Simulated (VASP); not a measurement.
# Sb (C2/m) in VASP: further runs

Sb is run at these levels: PBE; tasks: electric field gradients.

All numbers are computed with VASP 6.6.1; they aren't measurements. Logs are shortened: lines on timing, memory, paths and dates and some standing lists are left out, and cuts for length are marked.

**1. The cell of the first run**

Symmetry: C2/m, No. 12, monoclinic system. The conventional cell has a = 4.322 Å, b = 4.193 Å, c = 3.220 Å, α = 90.00°, β = 129.68°, γ = 90.00°. Sb (site symmetry 2/m) has 12 Sb at 3.01 to 3.36 Å within 4.0 Å.

**2. Electric field gradients, PBE**

INCAR

```
ALGO     = Normal         # electronic algorithm
EDIFF    = 1E-8           # SCF threshold, eV
ENCUT    = 520            # plane-wave cutoff, eV
GGA      = PE             # functional
ISIF     = 2              # what is computed and relaxed
ISMEAR   = -1             # smearing method
ISYM     = 0            
LASPH    = T              # aspherical terms in the spheres
LCHARG   = F              # write CHGCAR
LEFG     = T            
LREAL    = F              # projectors in reciprocal space
LWAVE    = F              # write WAVECAR
NBANDS   = 8              # bands
NELM     = 60             # most SCF steps
PREC     = Accurate       # precision mode
SIGMA    = 0.05           # smearing width, eV
```

KPOINTS

```
k-points
0
Gamma
  19 19 19
```

POSCAR

```
Sb
1.0
   -1.4452250000      1.5196250000      2.4800000000
    1.5196250000     -1.4452250000      2.4800000000
    1.4903750000      1.4903750000     -2.4348500000
Sb
1
Direct
    0.0000000000      0.0000000000      0.0000000000
```

Potentials or basis: VASP PAW PBE potentials, release 64 (Sb).

The run is started by

```
> cat potpaw_PBE.64/Sb/POTCAR > POTCAR
> mpirun -np 1 vasp_std > vasp.out
```

OUTCAR:

```text
EDIFF = 1E-8
   ENCUT = 520
   GGA = PE
   ISIF = 2
   ISMEAR = -1
   ISYM = 0
   LASPH = T
   LREAL = F
   NELM = 60
   PREC = Accurate

 ion  position               nearest neighbor table
   1  0.000  0.000  0.000-

IMPORTANT INFORMATION: All symmetrisations will be switched off!
NOSYMM: (Re-)initialisation of all symmetry stuff for point group C_1.

----------------------------------------------------------------------------------------

                                     Primitive cell

  volume of cell :      22.4540

  direct lattice vectors                    reciprocal lattice vectors
    -1.445225000  1.519625000  2.480000000    -0.007892743  0.329392449  0.196790408
     1.519625000 -1.445225000  2.480000000     0.329392449 -0.007892743  0.196790408
     1.490375000  1.490375000 -2.434850000     0.327461351  0.327461351 -0.009823841

  length of vectors
     3.247820106  3.247820106  3.220392803     0.383781377  0.383781377  0.463204470

  position of ions in fractional coordinates (direct lattice)
     0.000000000  0.000000000  0.000000000

  ion indices of the primitive-cell ions
   primitive index   ion index
                 1           1

----------------------------------------------------------------------------------------

 KPOINTS: k-points

Automatic generation of k-mesh.
 Grid dimensions read from file:
 generate k-points for:   19   19   19

 Generating k-lattice:

  Cartesian coordinates                     Fractional coordinates (reciprocal lattice)
    -0.000415408  0.017336445  0.010357390     0.052631579 -0.000000000  0.000000000
     0.017336445 -0.000415408  0.010357390    -0.000000000  0.052631579  0.000000000
     0.017234808  0.017234808 -0.000517044    -0.000000000 -0.000000000  0.052631579

  Length of vectors
     0.020199020  0.020199020  0.024379183

  Shift w.r.t. Gamma in fractional coordinates (k-lattice)
     0.000000000  0.000000000  0.000000000

 Subroutine IBZKPT returns following result:
 ===========================================

 Found   3430 irreducible k-points:

 Following reciprocal coordinates:
            Coordinates               Weight
  0.000000  0.000000  0.000000      1.000000
  0.052632  0.000000 -0.000000      2.000000
 -0.000000 -0.052632  0.000000      2.000000
  0.105263  0.000000 -0.000000      2.000000
 -0.000000 -0.105263  0.000000      2.000000
  0.157895  0.000000 -0.000000      2.000000
[... 16 lines left out ...]
  0.157895  0.052632 -0.000000      2.000000
 -0.052632 -0.157895  0.000000      2.000000
 [... further k-points ...]
   k-points           NKPTS =   3430   k-points in BZ     NKDIM =   3430   number of bands    NBANDS=      8
   number of dos      NEDOS =    301   number of ions     NIONS =      1
   total plane-waves  NPLWV =  13824
   dimension x,y,z NGX =    24 NGY =   24 NGZ =   24
   dimension x,y,z NGXF=    48 NGYF=   48 NGZF=   48
   ions per type =               1
   NGX,Y,Z   is equivalent  to a cutoff of  12.28, 12.28, 12.39 a.u.
   NGXF,Y,Z  is equivalent  to a cutoff of  24.57, 24.57, 24.78 a.u.
 SYSTEM =  unknown system
   PREC   = accura    normal or accurate (medium, high low for compatibility)
   ISTART =      0    job   : 0-new  1-cont  2-samecut
   ICHARG =      2    charge: 1-file 2-atom 10-const
   ISPIN  =      1    spin polarized calculation?
   LNONCOLLINEAR =      F non collinear calculations
   LSORBIT =      F    spin-orbit coupling
   LASPH  =      T    aspherical Exc in radial PAW
   ENCUT  =  520.0 eV  38.22 Ry    6.18 a.u.   6.04  6.04  5.99*2*pi/ulx,y,z
   NELM   =     60;   NELMIN=  2; NELMDL= -5     # of ELM steps
   EDIFF  = 0.1E-07   stopping-criterion for ELM
   LREAL  =      F    real-space projection
   EDIFFG = 0.1E-06   stopping-criterion for IOM
   NSW    =      0    number of steps for IOM
   IBRION =     -1    ionic relax: 0-MD 1-quasi-New 2-CG
   NFREE  =      0    steps in history (QN), initial steepest desc. (CG)
   ISIF   =      2    stress and relaxation
   ISYM   =      0    0-nonsym 1-usesym 2-fastsym
   POTIM  = 0.5000    time-step for ionic-motion
   TEBEG  =    0.0;   TEEND  =   0.0 temperature during run
   PSTRESS=    0.0 pullay stress
   NELECT =       5.0000    total number of electrons
   NUPDOWN=      -1.0000    fix difference up-down
   EMIN   =  10.00;   EMAX   =-10.00  energy-range for DOS
   EFERMI =   0.00;   METHOD = LEGACY
   ISMEAR =    -1;   SIGMA  =   0.05  broadening in eV -4-tet -1-fermi 0-gaus
   EFERMI_NEDOS =   21; number of points for ismear=-14 and -15
   IALGO  =     38    algorithm
   IMIX   =      4    mixing-type and parameters
     AMIX     =   0.40;   BMIX     =  1.00
     AMIX_MAG =   1.60;   BMIX_MAG =  1.00
  volume/ion in A,a.u.               =      22.45       151.53
  Fermi-wavevector in a.u.,A,eV,Ry     =   0.992278  1.875134 13.396510  0.984616
  Thomas-Fermi vector in A             =   2.124079
   LORBIT       =      0    0 simple, 1 ext, 2 COOP (PROOUT), +10 PAW based schemes
   GGA     = PE    functional components
   LHFCALC =     F    Hartree Fock is set to
   AEXX    =    0.0000 exact exchange contribution
   IVDW    =     0    specifies the selected vdW correction
   LEPSILON=     F    determine dielectric tensor
   LRPA    =     F    only Hartree local field effects (RPA)
 non-spin polarized calculation
  energy-cutoff  :      520.00
  volume of cell :       22.45
 maximum number of plane-waves:       623
   NGX = 13   NGY = 13   NGZ = 11

 number of electron       5.0000000 magnetization

 Free energy of the ion-electron system (eV)
  ---------------------------------------------------
  ext. energy  EPLUGINS =         0.00000000
  ---------------------------------------------------
  free energy    TOTEN  =        -3.58813957 eV

  energy without entropy =       -3.58345753  energy(sigma->0) =       -3.58579855

 E-fermi :  11.1155     XC(G=0): -11.0408

 val. band max:       11.1151839343   @ k =  -0.3684  -0.4737   0.0526
 cond. band min:      11.1168122809   @ k =  -0.0526  -0.1053  -0.2632
 fundamental gap:      0.0016283466
 Fermi energy:        11.1154702422

 k-point     1 :       0.0000    0.0000    0.0000
  band No.  band energies     occupation
      1      -3.4147      2.00000
      2      17.3774      0.00000
      3      17.7663      0.00000
      4      18.1992      0.00000
      5      21.0377      0.00000
      6      21.6498      0.00000
      7      22.2373      0.00000
      8      22.3775      0.00000

 k-point     2 :       0.0526    0.0000   -0.0000
  band No.  band energies     occupation
      1      -3.3512      2.00000
      2      16.7565      0.00000
      3      17.5466      0.00000
      4      18.0401      0.00000
      5      20.9789      0.00000
      6      21.5883      0.00000
      7      22.3935      0.00000
      8      22.5914      0.00000

 k-point     3 :      -0.0000   -0.0526    0.0000
  band No.  band energies     occupation
      1      -3.3512      2.00000
      2      16.7565      0.00000
      3      17.5466      0.00000
      4      18.0401      0.00000
      5      20.9789      0.00000
      6      21.5883      0.00000
      7      22.3935      0.00000
      8      22.5914      0.00000

 k-point     4 :       0.1053    0.0000   -0.0000
  band No.  band energies     occupation
      1      -3.1605      2.00000
      2      15.1608      0.00000
      3      17.2147      0.00000
      4      17.8080      0.00000
      5      20.6359      0.00000
      6      21.5389      0.00000
      7      22.4086      0.00000
      8      23.1058      0.00000

 k-point     5 :      -0.0000   -0.1053    0.0000
  band No.  band energies     occupation
      1      -3.1605      2.00000
      2      15.1608      0.00000
      3      17.2147      0.00000
      4      17.8080      0.00000
      5      20.6359      0.00000
      6      21.5389      0.00000
      7      22.4086      0.00000
      8      23.1058      0.00000
[... 177 lines left out ...]
 k-point    22 :      -0.0526   -0.1053    0.0000
  band No.  band energies     occupation
      1      -3.0400      2.00000
      2      14.7933      0.00000
      3      16.2165      0.00000
      4      17.6034      0.00000
      5      20.8596      0.00000
      6      21.3742      0.00000
      7      22.6015      0.00000
      8      23.6631      0.00000

 k-point    23 :       0.1579    0.0526   -0.0000
  band No.  band energies     occupation
      1      -2.6945      2.00000
      2      12.9580      0.00000
      3      15.9023      0.00000
      4      17.1696      0.00000
      5      20.4095      0.00000
      6      21.2561      0.00000
      7      23.2320      0.00000
      8      24.2029      0.00000

 k-point    24 :      -0.0526   -0.1579    0.0000
  band No.  band energies     occupation
      1      -2.6945      2.00000
      2      12.9580      0.00000
      3      15.9023      0.00000
      4      17.1696      0.00000
      5      20.4095      0.00000
      6      21.2561      0.00000
      7      23.2320      0.00000
      8      24.2029      0.00000

 [... further k-points ...]

------------------------ aborting loop because EDIFF is reached ----------------------------------------

  FORCE on cell =-STRESS in cart. coord.  units (eV):
  Direction    XX          YY          ZZ          XY          YZ          ZX
  --------------------------------------------------------------------------------------
  -------------------------------------------------------------------------------------
  Total        2.7905139      2.7905139      2.5834287      0.1595703      0.0255893      0.0255893
  in kB      199.1133689    199.1133687    184.3370805     11.3859229      1.8258885      1.8258892
  external PRESSURE =     194.1879394 kB  Pullay stress =       0.0000000 kB

 VOLUME and BASIS-vectors are now :
 -----------------------------------------------------------------------------
  energy-cutoff  :      520.00
  volume of cell :       22.45
      direct lattice vectors                 reciprocal lattice vectors
    -1.445225000  1.519625000  2.480000000    -0.007892743  0.329392449  0.196790408
     1.519625000 -1.445225000  2.480000000     0.329392449 -0.007892743  0.196790408
     1.490375000  1.490375000 -2.434850000     0.327461351  0.327461351 -0.009823841

 POSITION                                       TOTAL-FORCE (eV/Angst)
 -----------------------------------------------------------------------------------
      0.00000      0.00000      0.00000         0.000000     -0.000000      0.000000
 -----------------------------------------------------------------------------------
    total drift:                                0.000000     -0.000000      0.000000

  FREE ENERGIE OF THE ION-ELECTRON SYSTEM (eV)
  ---------------------------------------------------
  free  energy   TOTEN  =        -3.5881395661 eV

  energy  without entropy=       -3.5834575268  energy(sigma->0) =       -3.58579855

 Electric field gradients (V/A^2)
---------------------------------------------------------------------
 ion       V_xx      V_yy      V_zz      V_xy      V_xz      V_yz
---------------------------------------------------------------------
   1     -13.694   -13.694    27.388     0.262   -15.058   -15.058
---------------------------------------------------------------------

 Electric field gradients after diagonalization (V/A^2)
 (convention: |V_zz| > |V_xx| > |V_yy|)
----------------------------------------------------------------------
 ion       V_xx      V_yy      V_zz     asymmetry (V_yy - V_xx)/ V_zz
----------------------------------------------------------------------
   1     -22.518   -13.956    36.475       0.235
----------------------------------------------------------------------

           NMR quadrupolar parameters

 Cq : quadrupolar parameter    Cq=e*Q*V_zz/h
 eta: asymmetry parameters     (V_yy - V_xx)/ V_zz
 Q  : nuclear electric quadrupole moment in mb (millibarn)
----------------------------------------------------------------------
 ion       Cq(MHz)       eta       Q (mb)
----------------------------------------------------------------------
   1       0.088       0.235       1.000
----------------------------------------------------------------------
```

Wall time 2.9 min (1 thread of Intel Xeon 6975P-C (Granite Rapids), shared host); peak memory 0.67 GiB.

Results:

```
Free energy                             : -3.5881 eV
Pressure                                : 19.4 GPa
Band gap on the k mesh                  : zero (an odd number of electrons rules out a gap without spin polarisation)
Largest electric field gradient by atom : Sb +36.5 V/Å²
```

Stress tensor (GPa, compression positive):
```
19.91  1.14  0.18
 1.14 19.91  0.18
 0.18  0.18 18.43
```

Electric field gradients, principal values (V/Å²):
```
atom    least   middle  greatest (by size)
1 Sb  -13.956  -22.518              36.475
```

Caveat: the cell stands under pressure; without QUAD_EFG the Cq values of the log hold for a quadrupole moment of 1 mb, not for the nuclei; spin-orbit coupling is left out, which moves the levels of the heavy elements; an odd number of electrons without spin polarisation forces a metal; a magnetic or distorted state may lie lower.

**3. Electric field gradients, PBE (equal xy, yz and zx shear strains of -3 %)**

INCAR

```
PREC = Accurate
ENCUT = 520
EDIFF = 1E-8
ISMEAR = -1
SIGMA = 0.05
LREAL = False
LASPH = True
NELM = 80
ALGO = Normal
ISIF = 2
LWAVE = False
LCHARG = False
GGA = PE
LEFG = True
NBANDS = 8
```

KPOINTS

```
Automatic mesh
0
Gamma
  19 19 19
```

POSCAR

```
Sb
1.0
   -1.5647750000      1.4903750000      2.4800000000
    1.4903750000     -1.5647750000      2.4800000000
    1.5196250000      1.5196250000     -2.5251500000
Sb
1
Direct
    0.0000000000      0.0000000000      0.0000000000
```

Potentials or basis: VASP PAW PBE potentials, release 64 (Sb).

The run is started by

```
> cat potpaw_PBE.64/Sb/POTCAR > POTCAR
> mpirun -np 1 vasp_std > vasp.out
```

OUTCAR:

```text
PREC = Accurate
   ENCUT = 520
   EDIFF = 1E-8
   ISMEAR = -1
   LREAL = False
   LASPH = True
   NELM = 80
   ISIF = 2
   GGA = PE

 ion  position               nearest neighbor table
   1  0.000  0.000  0.000-

  Warning from LATTYP: Got some problem with cell dimensions!
  Tried to take original basis but could not verify dimensions!
  LATTYP: Found a base centered monoclinic cell.
 ALAT       =     4.1939033292
 B/A-ratio  =     1.0302179678
 C/A-ratio  =     0.7579977273
 COS(beta)  =    -0.6262903113

  Lattice vectors:

 A1 = (  -3.0100000000,   0.0451500000,   0.0451500000)
 A2 = (   0.0451500000,  -3.0100000000,   0.0451500000)
 A3 = (   1.4452250000,   1.4452250000,   2.4348500000)

Analysis of symmetry for initial positions (statically):
[... 451 lines left out ...]
  external PRESSURE =     194.1099109 kB  Pullay stress =       0.0000000 kB

 VOLUME and BASIS-vectors are now :
 -----------------------------------------------------------------------------
  energy-cutoff  :      520.00
  volume of cell :       22.45
      direct lattice vectors                 reciprocal lattice vectors
    -1.564775000  1.490375000  2.480000000     0.008133241  0.335449412  0.206766643
     1.490375000 -1.564775000  2.480000000     0.335449412  0.008133241  0.206766643
     1.519625000  1.519625000 -2.525150000     0.337439352  0.337439352  0.010123181

 POSITION                                       TOTAL-FORCE (eV/Angst)
 -----------------------------------------------------------------------------------
      0.00000      0.00000      0.00000        -0.000000      0.000000      0.000000
 -----------------------------------------------------------------------------------
    total drift:                                0.000000      0.000000      0.000000

  FREE ENERGIE OF THE ION-ELECTRON SYSTEM (eV)
  ---------------------------------------------------
  free  energy   TOTEN  =        -3.5860138487 eV

  energy  without entropy=       -3.5807056594  energy(sigma->0) =       -3.58335975

 Electric field gradients (V/A^2)
---------------------------------------------------------------------
 ion       V_xx      V_yy      V_zz      V_xy      V_xz      V_yz
---------------------------------------------------------------------
   1     -14.146   -14.146    28.292    -0.114    11.689    11.689
---------------------------------------------------------------------

 Electric field gradients after diagonalization (V/A^2)
 (convention: |V_zz| > |V_xx| > |V_yy|)
----------------------------------------------------------------------
 ion       V_xx      V_yy      V_zz     asymmetry (V_yy - V_xx)/ V_zz
----------------------------------------------------------------------
   1     -19.927   -14.033    33.959       0.174
----------------------------------------------------------------------

           NMR quadrupolar parameters

 Cq : quadrupolar parameter    Cq=e*Q*V_zz/h
 eta: asymmetry parameters     (V_yy - V_xx)/ V_zz
 Q  : nuclear electric quadrupole moment in mb (millibarn)
----------------------------------------------------------------------
 ion       Cq(MHz)       eta       Q (mb)
----------------------------------------------------------------------
   1       0.082       0.174       1.000
----------------------------------------------------------------------
```

OSZICAR:

```text
N       E                     dE             d eps       ncg     rms          rms(c)
DAV:   1     0.559405538397E+01    0.55941E+01   -0.17421E+03 29600   0.417E+02
DAV:   2    -0.350487392410E+01   -0.90989E+01   -0.87418E+01 40600   0.548E+01
DAV:   3    -0.359257600042E+01   -0.87702E-01   -0.87227E-01 35560   0.607E+00
DAV:   4    -0.359279791088E+01   -0.22191E-03   -0.22191E-03 44416   0.362E-01
DAV:   5    -0.359279826202E+01   -0.35114E-06   -0.35017E-06 37432   0.927E-03    0.247E+00
DAV:   6    -0.358854996467E+01    0.42483E-02   -0.72582E-04 40360   0.155E-01    0.146E+00
DAV:   7    -0.358601740408E+01    0.25326E-02   -0.17358E-03 34000   0.235E-01    0.394E-02
DAV:   8    -0.358601395548E+01    0.34486E-05   -0.46313E-05 43664   0.494E-02    0.621E-03
DAV:   9    -0.358601417313E+01   -0.21765E-06   -0.73248E-07 39248   0.634E-03    0.258E-03
DAV:  10    -0.358601390741E+01    0.26572E-06   -0.70163E-08 39984   0.142E-03    0.299E-04
DAV:  11    -0.358601387191E+01    0.35497E-07   -0.26805E-09 28408   0.354E-04    0.108E-04
DAV:  12    -0.358601385277E+01    0.19140E-07   -0.22454E-10 18176   0.106E-04    0.225E-05
DAV:  13    -0.358601384875E+01    0.40215E-08   -0.24769E-11 16088   0.383E-05
   1 F= -.35860138E+01 E0= -.35833598E+01  d E =-.530819E-02
```

stdout:

```text
POSCAR found type information on POSCAR Sb
 POSCAR found :  1 types and       1 ions
 scaLAPACK will be used
 LDA part: xc-table for (Slater+PW92), standard interpolation
 POSCAR, INCAR and KPOINTS ok, starting setup
 FFT: planning ... GRIDC
 FFT: planning ... GRID_SOFT
 FFT: planning ... GRID
 WAVECAR not read
 entering main loop
ion   1
```

Run time: 2.1 min. Hardware: 1 thread of Intel Xeon Platinum 8488C (Sapphire Rapids), shared host; peak memory 0.4 GiB.

Results:

```
Free energy                             : -3.5860 eV
Pressure                                : 19.4 GPa
Band gap on the k mesh                  : zero (an odd number of electrons rules out a gap without spin polarisation)
Largest electric field gradient by atom : Sb +34.0 V/Å²
```

Stress tensor (GPa, compression positive):
```
19.84 -0.93  0.07
-0.93 19.84  0.07
 0.07  0.07 18.56
```

Electric field gradients, principal values (V/Å²):
```tsv
atom	least	middle	greatest (by size)
1 Sb	-14.033	-19.927	33.959
```

Caveat: the cell differs from its parent crystal (equal xy, yz and zx shear strains of -3 %); the cell stands under pressure; without QUAD_EFG the Cq values of the log hold for a quadrupole moment of 1 mb, not for the nuclei; spin-orbit coupling is left out, which moves the levels of the heavy elements; an odd number of electrons without spin polarisation forces a metal; a magnetic or distorted state may lie lower.

(Part 1 of 3 ends here.)
